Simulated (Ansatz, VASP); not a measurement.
This is a calculation of PbSe for VASP 6.6.1.

File POSCAR:

```
PbSe
1.0
    0.0000000000      3.1206779849      3.1206779849
    3.1206779849      0.0000000000      3.1206779849
    3.1206779849      3.1206779849      0.0000000000
Pb Se
1 1
Direct
    0.0000000000      0.0000000000      0.0000000000
    0.5000000000      0.5000000000      0.5000000000
```

Contents of INCAR.step1:

```
SYSTEM = PbSe
  ALGO = Normal
  EDIFF = 1E-4
  ENCUT = 520
  GGA = PE
  GGA_COMPAT = .False.
  ISMEAR = -1
  LASPH = .True.
  LCHARG = .False.
  LREAL = .False.
  LSORBIT = .True.
  LWAVE = .True.
  MAGMOM = 0 0 0 0 0 0
  NBANDS = 32
  NELM = 150
  PREC = Accurate
  SIGMA = 0.05
```

File INCAR.step2:

```
SYSTEM = PbSe
  ALGO = Normal
  EDIFF = 1E-6
  ENCUT = 520
  GGA_COMPAT = .False.
  ISIF = 2
  ISMEAR = -1
  ISTART = 1
  LASPH = .True.
  LCHARG = .False.
  LMIXTAU = .True.
  LORBIT = 11
  LORBMOM = .True.
  LREAL = .False.
  LSORBIT = .True.
  LWAVE = .False.
  MAGMOM = 0 0 0 0 0 0
  METAGGA = R2SCAN
  NBANDS = 32
  NELM = 150
  PREC = Accurate
  SIGMA = 0.05
```

KPOINTS

```
k-points
0
Gamma
  8 8 8
  0 0 0
```

Potentials or basis: VASP PAW PBE potentials, release 64 (Pb_d, Se).

Run with:

```sh
$ cat potpaw_PBE.64/Pb_d/POTCAR potpaw_PBE.64/Se/POTCAR > POTCAR
$ cp INCAR.step1 INCAR
$ mpirun -np 1 vasp_ncl > vasp.out
$ cp INCAR.step2 INCAR
$ mpirun -np 1 vasp_ncl > vasp.out
```

**Question.** Set up the same calculation for Ansatz 0.2.0. Potentials there: Ansatz PAW.

**Answer.** As run (the cutoff follows the program's own potentials):

The input input.yaml:

```yaml
crystal:
  lattice:
    - [0.0, 3.1206779849, 3.1206779849]
    - [3.1206779849, 0.0, 3.1206779849]
    - [3.1206779849, 3.1206779849, 0.0]
  atoms:
    - { symbol: Pb, position: [0.0, 0.0, 0.0] }
    - { symbol: Se, position: [0.5, 0.5, 0.5] }
hamiltonian:
  xc: r2scan
  pseudopotentials: { kind: paw_fr }
magnetization:
  noncollinear: true
  spin_orbit: true
kpoints:
  mp_grid: { grid: [8, 8, 8] }
scf:
  occupations: { method: fermi_dirac, width: 0.05 }
output:
  forces: true
  stress: true
  eigenvalues: true
```

Potentials or basis: Ansatz PAW.

Command:

```console
$ ansatz run input.yaml --threads 2 --pin off --max-ram 5120MiB --backend cpu --events-out ev --progress --plain --runs-dir out
```

Both were run:

|  | VASP | Ansatz | Ansatz less VASP |
| --- | --- | --- | --- |
| pressure (GPa) | -1.6 | -1.7 | -0.09 |
| net moment per atom (μB) | 0.00 | 0.00 | 0.000 |

VASP's potentials were made for PBE, not for r2SCAN. VASP's potentials hold 20 valence electrons a cell and Ansatz's 30, so a difference there can come from the potentials and not from the codes.
